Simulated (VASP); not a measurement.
Runs of VASP 6.6.1 on Ge. The structure is that of space group Cmmm (No. 65), or close to it. The cells are those of the table. 

| cell | gap on the mesh (eV) | pressure (GPa) |
| --- | --- | --- |
| a = 2.913, b = 2.913, c = 2.698 Å, angles 90.0, 90.0, 126.4°, 1 atom | none | 0.8 |
| a = 2.923, b = 2.923, c = 2.698 Å, angles 90.0, 90.0, 125.7°, 1 atom | none | (a) |
| a = 2.932, b = 2.932, c = 2.698 Å, angles 90.0, 90.0, 124.9°, 1 atom | none | -2.0 |
| a = 2.942, b = 2.942, c = 2.698 Å, angles 90.0, 90.0, 124.2°, 1 atom | none | -3.2 |

Alike in all rows: task single point; level PBEsol; potentials or basis VASP PAW PBE potentials, release 64 (Ge_d); no spin polarisation; k mesh 20 × 20 × 18; cutoff (eV) 520; smearing gaussian 0.15 eV.

Estimate the missing entries.

(a) -0.7.

Caveats: the PAW data sets were made with another functional, which shifts forces and pressure a little; the stress differs along the axes, from -4 to 8 GPa (at least some runs); the stress differs along the axes, from -4 to 4 GPa (at least some runs); the stress differs along the axes, from -4 to 1 GPa (at least some runs); the cell stands under tension (at least some runs).

A k mesh can miss the band edges, and the runs leave out spin-orbit coupling on Ge.

A gap of «none» marks levels without a gap at the run's occupations.
